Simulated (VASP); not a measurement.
Crystal: TaN (d.b).

```
Ta N
1.0
     2.90454    0.00000    0.00000
    -1.45227    2.51540    0.00000
     0.00000    0.00000    2.85518
Ta N
1 1
Cartesian
  0.0000 0.0000 0.0000
  0.0000 1.6769 1.4276
```

Base run:

| Quantity | Value |
| --- | --- |
| Program | VASP 6.6.1 |
| Functional | PBEsol |
| Dispersion | D3(BJ) |
| Potentials or basis | VASP PAW PBE potentials, release 64 (Ta_sv_GW, N) |
| Cutoff | 600 eV |
| k mesh | 9 × 9 × 8 |
| Occupations | gaussian, width 0.1 eV |
| Spin | no spin polarisation |

Its results: band gap on the k mesh zero (band 9 reaches 12.92 eV, above the bottom of band 10 at 12.66 eV); pressure -0.2 GPa.

Q: The run is repeated on the same cell with these changes: potentials or basis from VASP PAW PBE potentials, release 64 (Ta_sv_GW, N) to VASP PAW PBE potentials, release 64 (Ta_pv, N); cutoff from 600 eV to 520 eV; further incar settings from ALGO = Normal; EDIFF = 1e-06; NBANDS = 16 to ALGO = Normal; EDIFF = 1e-06; NBANDS = 15; valence electrons from 18 to 16. What comes out?

A: Band gap on the k mesh zero (band 8 reaches 8.59 eV, above the bottom of band 9 at 8.32 eV); pressure 0.6 GPa.

Caveats: the PAW data sets were made with another functional, which shifts forces and pressure a little; spin-orbit coupling is left out, which moves the levels of the heavy elements; pairwise dispersion overbinds metals, which lowers pressure and volume.
